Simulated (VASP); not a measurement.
# SnO2 (P4_2/mnm) in VASP: vibrations by perturbation theory with PBE

Aim: the vibrations by perturbation theory of SnO2 with PBE.

Everything below comes from runs of VASP 6.6.1. Logs are shortened: lines on timing, memory, paths and dates and some standing lists are left out, and cuts for length are marked.

## (1) The cell of the first run

The structure is tetragonal, space group P4_2/mnm (No. 136). Conventional cell: a = 4.827 Å, b = 4.827 Å, c = 3.238 Å, α = 90.00°, β = 90.00°, γ = 90.00°. Within 2.8 Å of Sn (site symmetry mmm) lie 6 O at 2.09 Å. O (site symmetry m2m) has 3 Sn at 2.09 Å and 1 O at 2.64 Å within 2.8 Å.

## (2) Vibrations by perturbation theory, PBE

File INCAR:

```
SYSTEM = SnO2
PREC = Accurate
ENCUT = 520
EDIFF = 1E-8
ISMEAR = 0
SIGMA = 0.01
LREAL = .FALSE.
LASPH = .TRUE.
NELM = 60
ALGO = Normal
ISIF = 2
LWAVE = .FALSE.
LCHARG = .FALSE.
GGA = PE
IBRION = 8
NSW = 1
LEPSILON = .TRUE.
```

File KPOINTS:

```
Automatic mesh
0
G
  6 6 8
  0 0 0
```

File POSCAR:

```
SnO2
1.0
    4.8273977793      0.0000000000      0.0000000000
    0.0000000000      4.8273977793      0.0000000000
    0.0000000000      0.0000000000      3.2382126336
Sn O
2 4
Direct
    0.0000000000      0.0000000000      0.0000000000
    0.5000000000      0.5000000000      0.5000000000
    0.3065711035      0.3065711035      0.0000000000
    0.1934288965      0.8065711035      0.5000000000
    0.6934288965      0.6934288965      0.0000000000
    0.8065711035      0.1934288965      0.5000000000
```

Potentials or basis: VASP PAW PBE potentials, release 64 (Sn_d, O).

The run is started by

```bash
cat potpaw_PBE.64/Sn_d/POTCAR potpaw_PBE.64/O/POTCAR > POTCAR
mpirun -np 1 vasp_std > vasp.out
```

OUTCAR:

```text
SYSTEM = SnO2
   PREC = Accurate
   ENCUT = 520
   EDIFF = 1E-8
   ISMEAR = 0
   LREAL = .FALSE.
   LASPH = .TRUE.
   NELM = 60
   ISIF = 2
   GGA = PE
   IBRION = 8
   NSW = 1
   LEPSILON = .TRUE.

 ion  position               nearest neighbor table
   1  0.000  0.000  0.000-   4 2.09   6 2.09   4 2.09   6 2.09   5 2.09   3 2.09
   2  0.500  0.500  0.500-   3 2.09   5 2.09   3 2.09   5 2.09   4 2.09   6 2.09
   3  0.307  0.307  0.000-   2 2.09   2 2.09   1 2.09
   4  0.193  0.807  0.500-   1 2.09   1 2.09   2 2.09
   5  0.693  0.693  0.000-   2 2.09   2 2.09   1 2.09
   6  0.807  0.193  0.500-   1 2.09   1 2.09   2 2.09

  LATTYP: Found a simple tetragonal cell.
 ALAT       =     4.8273977793
 C/A-ratio  =     0.6707987992

  Lattice vectors:

 A1 = (   4.8273977793,   0.0000000000,   0.0000000000)
 A2 = (   0.0000000000,   4.8273977793,   0.0000000000)
 A3 = (   0.0000000000,   0.0000000000,   3.2382126336)

Analysis of symmetry for initial positions (statically):
=====================================================================
 Subroutine PRICEL returns:
[... 1156 lines left out ...]
  1Z     0.000000    0.000000  -17.649811    0.000000    0.000000    0.043157    0.000000    0.000000    0.416168    0.000000    0.000000    8.387159    0.000000    0.000000    0.416168    0.000000    0.000000    8.387159
  2X     8.831971    0.004537    0.000000  -21.427097   -1.549487    0.000000    4.302379    3.539749    0.000000    1.995184   -2.767274    0.000000    4.302379    3.539749    0.000000    1.995184   -2.767274    0.000000
  2Y     0.004537    8.831971    0.000000   -1.549487  -21.427097    0.000000    3.539749    4.302379    0.000000   -2.767274    1.995184    0.000000    3.539749    4.302379    0.000000   -2.767274    1.995184    0.000000
  2Z     0.000000    0.000000    0.043157    0.000000    0.000000  -17.649811    0.000000    0.000000    8.387159    0.000000    0.000000    0.416168    0.000000    0.000000    8.387159    0.000000    0.000000    0.416168
  3X     1.993123    2.771342    0.000000    4.289974    3.548078    0.000000  -12.006942   -8.467620    0.000000   -0.273167    0.394436    0.000000    2.383854    2.156624    0.000000    3.613158   -0.402859    0.000000
  3Y     2.771342    1.993123    0.000000    3.548078    4.289974    0.000000   -8.467620  -12.006942    0.000000   -0.402859    3.613158    0.000000    2.156624    2.383854    0.000000    0.394436   -0.273167    0.000000
  3Z     0.000000    0.000000    0.409334    0.000000    0.000000    8.391037    0.000000    0.000000  -11.789222    0.000000    0.000000    1.656644    0.000000    0.000000   -0.324436    0.000000    0.000000    1.656644
  4X     4.289974   -3.548078    0.000000    1.993123   -2.771342    0.000000   -0.273167   -0.394436    0.000000  -12.006942    8.467620    0.000000    3.613158    0.402859    0.000000    2.383854   -2.156624    0.000000
  4Y    -3.548078    4.289974    0.000000   -2.771342    1.993123    0.000000    0.402859    3.613158    0.000000    8.467620  -12.006942    0.000000   -0.394436   -0.273167    0.000000   -2.156624    2.383854    0.000000
  4Z     0.000000    0.000000    8.391037    0.000000    0.000000    0.409334    0.000000    0.000000    1.656644    0.000000    0.000000  -11.789222    0.000000    0.000000    1.656644    0.000000    0.000000   -0.324436
  5X     1.993123    2.771342    0.000000    4.289974    3.548078    0.000000    2.383854    2.156624    0.000000    3.613158   -0.402859    0.000000  -12.006942   -8.467620    0.000000   -0.273167    0.394436    0.000000
  5Y     2.771342    1.993123    0.000000    3.548078    4.289974    0.000000    2.156624    2.383854    0.000000    0.394436   -0.273167    0.000000   -8.467620  -12.006942    0.000000   -0.402859    3.613158    0.000000
  5Z     0.000000    0.000000    0.409334    0.000000    0.000000    8.391037    0.000000    0.000000   -0.324436    0.000000    0.000000    1.656644    0.000000    0.000000  -11.789222    0.000000    0.000000    1.656644
  6X     4.289974   -3.548078    0.000000    1.993123   -2.771342    0.000000    3.613158    0.402859    0.000000    2.383854   -2.156624    0.000000   -0.273167   -0.394436    0.000000  -12.006942    8.467620    0.000000
  6Y    -3.548078    4.289974    0.000000   -2.771342    1.993123    0.000000   -0.394436   -0.273167    0.000000   -2.156624    2.383854    0.000000    0.402859    3.613158    0.000000    8.467620  -12.006942    0.000000
  6Z     0.000000    0.000000    8.391037    0.000000    0.000000    0.409334    0.000000    0.000000    1.656644    0.000000    0.000000   -0.324436    0.000000    0.000000    1.656644    0.000000    0.000000  -11.789222

 Eigenvectors and eigenvalues of the dynamical matrix
 ----------------------------------------------------

   1 f  =   21.298998 THz   133.825549 2PiTHz  710.458090 cm-1    88.085537 meV
             X         Y         Z           dx          dy          dz
      0.000000  0.000000  0.000000    -0.000000    0.000000    0.000000
      2.413699  2.413699  1.619106    -0.000000   -0.000000   -0.000000
      1.479941  1.479941  0.000000     0.353553    0.353553   -0.000000
      0.933758  3.893640  1.619106     0.353553   -0.353553    0.000000
      3.347457  3.347457  0.000000    -0.353553   -0.353553   -0.000000
      3.893640  0.933758  1.619106    -0.353553    0.353553    0.000000
[... 145 lines left out ...]
  18 f/i=    0.006280 THz     0.039460 2PiTHz    0.209489 cm-1     0.025973 meV
             X         Y         Z           dx          dy          dz
      0.000000  0.000000  0.000000     0.625469    0.048026    0.000000
      2.413699  2.413699  1.619106     0.625467    0.047991    0.000000
      1.479941  1.479941  0.000000     0.230053    0.017483    0.000000
      0.933758  3.893640  1.619106     0.230080    0.017835    0.000000
      3.347457  3.347457  0.000000     0.230053    0.017483    0.000000
      3.893640  0.933758  1.619106     0.230080    0.017835    0.000000

--------------------------------------------------------------------------------------------------------

 MACROSCOPIC STATIC DIELECTRIC TENSOR IONIC CONTRIBUTION
 ------------------------------------------------------
           8.982577     0.000000     0.000000
           0.000000     8.982577    -0.000000
           0.000000    -0.000000     5.529126
 ------------------------------------------------------

 ELASTIC MODULI CONTR FROM IONIC RELAXATION (kBar)
 Direction    XX          YY          ZZ          XY          YZ          ZX
 --------------------------------------------------------------------------------
 XX         -77.3998     28.1100    -58.1760     -0.0000      0.0000      0.0000
 YY          28.1100    -77.3998    -58.1760      0.0000     -0.0000     -0.0000
 ZZ         -58.1760    -58.1760   -137.3289     -0.0000     -0.0000     -0.0000
 XY          -0.0000      0.0000     -0.0000    -11.7643     -0.0000      0.0000
 YZ           0.0000     -0.0000     -0.0000     -0.0000   -131.6704      0.0000
 ZX           0.0000     -0.0000     -0.0000      0.0000      0.0000   -171.0126
 --------------------------------------------------------------------------------

 PIEZOELECTRIC TENSOR IONIC CONTR  for field in x, y, z        (C/m^2)
          XX          YY          ZZ          XY          YZ          ZX
  --------------------------------------------------------------------------------
  x    -0.00000     0.00000     0.00000    -0.00000     0.00000     0.00000
  y     0.00000    -0.00000    -0.00000     0.00000     0.00000     0.00000
  z    -0.00000     0.00000     0.00000    -0.00000     0.00000    -0.00000
```

OSZICAR:

```text
N       E                     dE             d eps       ncg     rms          rms(c)
DAV:   1     0.648062190711E+03    0.64806E+03   -0.26516E+04  3345   0.257E+03
DAV:   2     0.559594682550E+02   -0.59210E+03   -0.57347E+03  3503   0.681E+02
DAV:   3    -0.385937004569E+02   -0.94553E+02   -0.92683E+02  3618   0.226E+02
[... 242 lines left out ...]
RMM:   6    -0.361928650114E+00    0.84251E-04   -0.23343E-06 10217   0.117E-02    0.156E-03
RMM:   7    -0.361962229896E+00   -0.33580E-04   -0.22617E-06 10249   0.367E-03    0.731E-04
RMM:   8    -0.361950950393E+00    0.11280E-04    0.14885E-07 10366   0.131E-03    0.111E-04
RMM:   9    -0.361951371371E+00   -0.42098E-06   -0.29791E-07 10698   0.371E-04    0.457E-05
RMM:  10    -0.361951363958E+00    0.74131E-08    0.58893E-09 10847   0.124E-04    0.662E-06
 Linear response finished
```

It took 57 min on 1 thread of Oxide Virtual Turin-like, shared host; peak memory 0.63 GiB.

Results:

```
Electronic dielectric tensor (diagonal)                 : 4.78, 4.78, 4.94
Born charges (mean of the diagonal)                     : Sn +4.25; O -2.12 e
Highest phonon frequency at Γ, LO-TO splitting left out : 710 cm⁻¹
```

Phonon frequencies in cm⁻¹ (negative: imaginary):
| q point | frequencies |
| --- | --- |
| (0.000, 0.000, 0.000) | 0 0 0 107 142 220 220 263 263 341 436 441 441 532 555 555 588 710 |

Electronic dielectric tensor:
```
4.78 0.00 0.00
0.00 4.78 0.00
0.00 0.00 4.94
```

Born effective charge tensors (e):
atom 1, Sn
```
4.12 0.53 0.00
0.53 4.12 0.00
0.00 0.00 4.51
```
atom 2, Sn
```
 4.12 -0.53  0.00
-0.53  4.12  0.00
 0.00  0.00  4.51
```
atom 3, O
```
-2.06 -0.76  0.00
-0.76 -2.06  0.00
 0.00  0.00 -2.25
```
atom 4, O
```
-2.06  0.76  0.00
 0.76 -2.06  0.00
 0.00  0.00 -2.25
```
atom 5, O
```
-2.06 -0.76  0.00
-0.76 -2.06  0.00
 0.00  0.00 -2.25
```
atom 6, O
```
-2.06  0.76  0.00
 0.76 -2.06  0.00
 0.00  0.00 -2.25
```

Caveat: spin-orbit coupling is left out, which moves the levels of the heavy elements.
